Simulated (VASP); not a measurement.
Write the native input for VASP 6.6.1 that does the following.

```
Task                   : relaxation of shape and atoms at fixed volume
Functional             : PBE
Potentials or basis    : VASP PAW PBE potentials, release 64 (Zn, Cd, Se)
Cutoff                 : 600 eV
k mesh                 : 12 × 12 × 4
Occupations            : gaussian, width 0.02 eV
Spin                   : no spin polarisation
Dipole correction      : no
Further INCAR settings : ALGO = Normal; EDIFF = 1e-06; IBRION = 2; EDIFFG = -0.01; NSW = 50; ISIF = 4
```

The structure of ZnCd2Se3 lies in POSCAR:

```
ZnCd2Se3
1.0
    4.1748152960      0.0000000000      0.0000000000
   -2.0874076480      3.6154961024      0.0000000000
    0.0000000000      0.0000000000     10.3197921734
Zn Cd Se
1 2 3
Direct
    0.0000000000      0.0000000000      0.6679016347
    0.3333333333      0.6666666667      0.9900087850
    0.6666666667      0.3333333333      0.3383375856
    0.3333333333      0.6666666667      0.7359721833
    0.0000000000      0.0000000000      0.4324751486
    0.6666666667      0.3333333333      0.0853056629
```

One way to write it, as run:

INCAR

```
PREC = Accurate
ENCUT = 600
EDIFF = 1E-6
ISMEAR = 0
SIGMA = 0.02
LREAL = False
LASPH = True
NELM = 60
ALGO = Normal
ISIF = 4
LWAVE = False
LCHARG = False
GGA = PE
IBRION = 2
NSW = 50
EDIFFG = -0.01
```

KPOINTS

```
regular mesh
0
Gamma
  12 12 4
```

Potentials or basis: VASP PAW PBE potentials, release 64 (Zn, Cd, Se).

Launch:

```bash
$ cat potpaw_PBE.64/Zn/POTCAR potpaw_PBE.64/Cd/POTCAR potpaw_PBE.64/Se/POTCAR > POTCAR
$ mpirun -np 1 vasp_std > vasp.out
```

It gave:

| Quantity | Value |
| --- | --- |
| Energy gained by relaxing | 0.2 meV/atom |
| Ionic steps | 6 |
| Pressure after relaxing | 3.7 GPa |
| Band gap on the k mesh | 0.67 eV |

Wall time 30 min on 1 thread of Oxide Virtual Turin-like Processor, on a shared host, peak memory 0.6 GiB.
